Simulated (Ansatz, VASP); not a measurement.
## SiO2 in VASP and in Ansatz

INCAR

```
  PREC = Accurate
  ENCUT = 520
  EDIFF = 1E-6
  ISMEAR = 0
  SIGMA = 0.02
  LREAL = F
  LASPH = T
  NELM = 60
  ALGO = Normal
  ISIF = 2
  LWAVE = F
  LCHARG = T
  LELF = T
  LVHAR = T
  NBANDS = 44
```

KPOINTS

```
Automatic mesh
0
Gamma
  6 6 4
```

Contents of POSCAR:

```
SiO2
1.0
    4.8076924448      0.0000000000      0.0000000000
   -2.4038462224      4.1635837908      0.0000000000
    0.0000000000      0.0000000000      8.5215778932
Si O
4 8
Direct
    0.6666666667      0.3333333333      0.9364362504
    0.6666666667      0.3333333333      0.5635637496
    0.3333333333      0.6666666667      0.0635637496
    0.3333333333      0.6666666667      0.4364362504
    0.0000000000      0.3759885507      0.0000000000
    0.3759885507      0.3759885507      0.5000000000
    0.6240114493      0.0000000000      0.5000000000
    0.6240114493      0.6240114493      0.0000000000
    0.0000000000      0.6240114493      0.5000000000
    0.6666666667      0.3333333333      0.7500000000
    0.3333333333      0.6666666667      0.2500000000
    0.3759885507      0.0000000000      0.0000000000
```

Input for Ansatz:

```yaml
crystal:
  lattice:
    - [4.8076924448, 0.0, 0.0]
    - [-2.4038462224, 4.1635837908, 0.0]
    - [0.0, 0.0, 8.5215778932]
  atoms:
    - { symbol: Si, position: [0.6666666667, 0.3333333333, 0.9364362504] }
    - { symbol: Si, position: [0.6666666667, 0.3333333333, 0.5635637496] }
    - { symbol: Si, position: [0.3333333333, 0.6666666667, 0.0635637496] }
    - { symbol: Si, position: [0.3333333333, 0.6666666667, 0.4364362504] }
    - { symbol: O, position: [0.0, 0.3759885507, 0.0] }
    - { symbol: O, position: [0.3759885507, 0.3759885507, 0.5] }
    - { symbol: O, position: [0.6240114493, 0.0, 0.5] }
    - { symbol: O, position: [0.6240114493, 0.6240114493, 0.0] }
    - { symbol: O, position: [0.0, 0.6240114493, 0.5] }
    - { symbol: O, position: [0.6666666667, 0.3333333333, 0.75] }
    - { symbol: O, position: [0.3333333333, 0.6666666667, 0.25] }
    - { symbol: O, position: [0.3759885507, 0.0, 0.0] }
basis:
  ecutwfc: 420
kpoints:
  mp_grid: { grid: [6, 6, 4] }
  band_path: { path: [VBM, CBM], npoints: 2 }
hamiltonian:
  xc: lda
scf:
  occupations: { method: gaussian, width: 0.02 }
output:
  forces: true
  stress: true
  eigenvalues: true
checkpoint:
  read: start.run
  write: ck
  compress: false
  write_wavefunctions: false
  write_every: 100000
```

Alike in both runs: task single point; functional LDA; k mesh 6 × 6 × 4; occupations gaussian, width 0.02 eV; no spin polarisation.

|  | VASP | Ansatz |
| --- | --- | --- |
| version | VASP 6.6.1 | Ansatz 0.2.0 |
| potentials or method | VASP PAW LDA potentials, release 64 (Si, O), cutoff 520 eV | scalar-relativistic, plane waves, PAW |
| valence electrons in the cell | 64 | 64 |

|  | VASP | Ansatz | Ansatz less VASP |
| --- | --- | --- | --- |
| gap on the k mesh at the Fermi level (eV) | 5.50 | 5.50 | +0.002 |
| least direct gap on the mesh (eV) | 5.62 | 5.62 | +0.002 |
| pressure (GPa) | 3.6 | 3.0 | -0.62 |
| rms of the force components (eV/Å) | 0.019 | 0.000 | -0.0189 |

LDA's correlation is that of Perdew and Zunger in VASP and of Perdew and Wang (1992) in Ansatz. Atom by atom the forces differ by 0.019 eV/Å (rms over components).
